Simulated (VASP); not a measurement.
Set up this calculation in VASP 6.6.1, as the native input.

| Item | Value |
| --- | --- |
| Task | single point |
| Functional | r2SCAN |
| Potentials or basis | VASP PAW PBE potentials, release 64 (Al) |
| Cutoff | 520 eV |
| k mesh | 2 × 2 × 2 |
| Occupations | fermi-dirac, width 0.05 eV |
| Spin | no spin polarisation |
| Dipole correction | no |
| Further INCAR settings | LREAL = Auto; ALGO = Normal; EDIFF = 1e-06; NBANDS = 68 |

System: Al (a cell with a defect).

```
Al
1.0
     8.10000    0.00000    0.00000
     0.00000    8.10000    0.00000
     0.00000    0.00000    8.10000
Al
31
Direct
  0.49865 0.99669 0.00197
  0.75016 0.24686 0.00290
  0.00169 0.99667 0.00193
  0.25014 0.25004 0.99503
  0.49537 0.50204 0.99754
  0.75015 0.74843 0.99980
  0.25017 0.99757 0.24777
  0.48289 0.25752 0.24481
  0.75015 0.49997 0.24815
  0.48566 0.99590 0.50601
  0.75012 0.06258 0.30653
  0.75020 0.99700 0.75289
  0.00497 0.50200 0.99757
  0.25016 0.74845 0.99836
  0.01738 0.25749 0.24486
  0.25014 0.50746 0.24723
  0.49873 0.75059 0.24659
  0.01461 0.99587 0.50601
  0.25018 0.25210 0.50230
  0.49629 0.50111 0.50218
  0.75016 0.75356 0.49603
  0.25017 0.99718 0.75621
  0.49689 0.25219 0.75170
  0.75014 0.49889 0.74939
  0.00158 0.75056 0.24658
  0.00405 0.50113 0.50219
  0.25016 0.74606 0.50056
  0.00342 0.25219 0.75171
  0.25018 0.49998 0.75053
  0.49533 0.74752 0.75201
  0.00502 0.74753 0.75203
```

One way to write it, as run:

POSCAR

```
Al
1.0
    8.1000000000      0.0000000000      0.0000000000
    0.0000000000      8.1000000000      0.0000000000
    0.0000000000      0.0000000000      8.1000000000
Al
31
Direct
    0.4986462963     -0.0033060494      0.0019669136
    0.7501553086      0.2468567901      0.0028997531
    0.0016934568     -0.0033267901      0.0019250617
    0.2501430864      0.2500406173     -0.0049727160
    0.4953745679      0.5020395062     -0.0024643210
    0.7501520988      0.7484306173     -0.0002008642
    0.2501744444     -0.0024343210      0.2477718519
    0.4828877778      0.2575202469      0.2448058025
    0.7501537037      0.4999704938      0.2481532099
    0.4856617284     -0.0041017284      0.5060079012
    0.7501220988      0.0625750617      0.3065301235
    0.7502034568     -0.0030044444      0.7528877778
    0.0049670370      0.5019987654     -0.0024297531
    0.2501618519      0.7484475309     -0.0016429630
    0.0173776543      0.2574883951      0.2448641975
    0.2501407407      0.5074644444      0.2472314815
    0.4987287654      0.7505948148      0.2465944444
    0.0146056790     -0.0041295062      0.5060082716
    0.2501786420      0.2520966667      0.5022977778
    0.4962855556      0.5011135802      0.5021758025
    0.7501644444      0.7535564198      0.4960255556
    0.2501725926     -0.0028249383      0.7562070370
    0.4968943210      0.2521939506      0.7516975309
    0.7501445679      0.4988851852      0.7493933333
    0.0015790123      0.7505572840      0.2465771605
    0.0040455556      0.5011319753      0.5021862963
    0.2501580247      0.7460580247      0.5005551852
    0.0034216049      0.2521949383      0.7517090123
    0.2501841975      0.4999802469      0.7505327160
    0.4953333333      0.7475198765      0.7520097531
    0.0050161728      0.7475260494      0.7520258025
```

INCAR.step1

```
SYSTEM = Al
PREC = Accurate
ENCUT = 520
ISMEAR = -1
SIGMA = 0.05
LREAL = Auto
LASPH = .True.
NELM = 100
NBANDS = 68
GGA = PE
ALGO = Normal
EDIFF = 1E-4
LWAVE = .True.
LCHARG = .False.
```

INCAR.step2

```
SYSTEM = Al
PREC = Accurate
ENCUT = 520
EDIFF = 1E-6
ISMEAR = -1
SIGMA = 0.05
LREAL = Auto
LASPH = .True.
NELM = 100
ALGO = Normal
ISIF = 2
LWAVE = .False.
LCHARG = .True.
METAGGA = R2SCAN
LMIXTAU = .True.
LELF = .True.
LVHAR = .True.
NBANDS = 68
ISTART = 1
```

KPOINTS

```
Automatic mesh
0
Gamma
  2 2 2
  0 0 0
```

Potentials or basis: VASP PAW PBE potentials, release 64 (Al).

Run with:

```console
$ cat potpaw_PBE.64/Al/POTCAR > POTCAR
$ cp INCAR.step1 INCAR
$ mpirun -np 1 vasp_std > vasp.out
$ cp INCAR.step2 INCAR
$ mpirun -np 1 vasp_std > vasp.out
```

It gave:

* Pressure: -3.8 GPa
* Largest force: 0.613 eV/Å
* Band gap on the k mesh: zero (an odd number of electrons rules out a gap without spin polarisation)

Caveat: the k points lie up to 0.39 Å⁻¹ apart, too coarse for converged energies and pressures of a metal; the PAW data sets were made with another functional, which shifts forces and pressure a little.

It took 9.4 min on 1 thread of Intel(R) Xeon(R) 6975P-C (Granite Rapids), on a shared host, peak memory 0.61 GiB.
